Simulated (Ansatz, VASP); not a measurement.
CuSn4: VASP beside Ansatz

INCAR

```
  PREC = Accurate
  ENCUT = 520
  EDIFF = 1E-6
  ISMEAR = 0
  SIGMA = 0.1
  LREAL = F
  LASPH = T
  NELM = 100
  ALGO = Fast
  ISIF = 2
  LWAVE = F
  LCHARG = F
  GGA = PE
  NBANDS = 42
```

The input KPOINTS:

```
regular mesh
0
Gamma
  4 4 4
```

POSCAR

```
CuSn4
1.0
   -3.4673798300      3.4673798300      3.4673798300
    3.4673798300     -3.4673798300      3.4673798300
    3.4673798300      3.4673798300     -3.4673798300
Cu Sn
1 4
Direct
    0.0000000000      0.0000000000      0.0000000000
    0.0000000000      0.0000000000      0.7463128600
    0.7463128600      0.0000000000      0.0000000000
    0.0000000000      0.7463128600      0.0000000000
    0.2536871400      0.2536871400      0.2536871400
```

Input for Ansatz:

```yaml
crystal:
  lattice:
    - [-3.46737983, 3.46737983, 3.46737983]
    - [3.46737983, -3.46737983, 3.46737983]
    - [3.46737983, 3.46737983, -3.46737983]
  atoms:
    - { symbol: Cu, position: [0.0, 0.0, 0.0] }
    - { symbol: Sn, position: [0.0, 0.0, 0.74631286] }
    - { symbol: Sn, position: [0.74631286, 0.0, 0.0] }
    - { symbol: Sn, position: [0.0, 0.74631286, 0.0] }
    - { symbol: Sn, position: [0.25368714, 0.25368714, 0.25368714] }
basis:
  ecutwfc: 420
kpoints:
  mp_grid: { grid: [4, 4, 4] }
hamiltonian:
  xc: pbe
scf:
  occupations: { method: gaussian, width: 0.1 }
  lower_state_search: "off"
output:
  forces: true
  stress: true
  eigenvalues: true
```

Change from the starting cell: species swapped into the H4C type (I-43m, No. 217).

Alike in both runs: task single point; functional PBE; k mesh 4 × 4 × 4; occupations gaussian, width 0.1 eV; no spin polarisation.

```csv
,VASP,Ansatz
version,VASP 6.6.1,Ansatz 0.2.0
potentials or method,"VASP PAW PBE potentials, release 64 (Cu, Sn_d), cutoff 520 eV","scalar-relativistic, plane waves, PAW"
valence electrons in the cell,67,75
```

|  | VASP | Ansatz | Ansatz less VASP |
| --- | --- | --- | --- |
| gap on the k mesh at the Fermi level (eV) | none | none | - |
| rms of the force components (eV/Å) | 30.026 | 42.888 | +12.8622 |

Atom by atom the forces differ by 12.862 eV/Å (rms over components). A gap of «none» marks a metal or a gap that the smearing closes. VASP's potentials hold 67 valence electrons a cell and Ansatz's 75, so a difference there can come from the potentials and not from the codes.
